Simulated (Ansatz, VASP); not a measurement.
# One calculation of InGa3AsP, two programs

```
In Ga P As
1.0
     4.81180    0.00000    0.00000
     0.00000    4.81180    0.00000
     0.00000    0.00000    6.08313
In Ga P As
1 3 1 1
Direct
  0.50000 0.50000 0.50000
  0.00000 0.50000 0.00000
  0.50000 0.00000 0.00000
  0.00000 0.00000 0.00000
  0.00000 0.00000 0.50000
  0.50000 0.50000 0.00000
```

Alike in both runs: task single point; functional PBE; k mesh 4 × 4 × 4; occupations gaussian, width 0.1 eV; no spin polarisation.

|  | VASP | Ansatz |
| --- | --- | --- |
| version | VASP 6.6.1 | Ansatz 0.2.0 |
| potentials or method | VASP PAW PBE potentials, release 64 (In_d, Ga_d, P, As), cutoff 520 eV | scalar-relativistic, plane waves, PAW |
| valence electrons in the cell | 62 | 72 |

|  | VASP | Ansatz | Ansatz less VASP |
| --- | --- | --- | --- |
| gap on the k mesh at the Fermi level (eV) | none | none | - |
| pressure (GPa) | 6.2 | 6.0 | -0.14 |
| traceless stress, the component that is largest in VASP (GPa) | -13.24 | -13.10 | +0.139 |

A gap of «none» marks a metal or a gap that the smearing closes. With one functional, cell and mesh, what is left measures potentials, basis and numerics. VASP's potentials hold 62 valence electrons a cell and Ansatz's 72, so a difference there can come from the potentials and not from the codes.
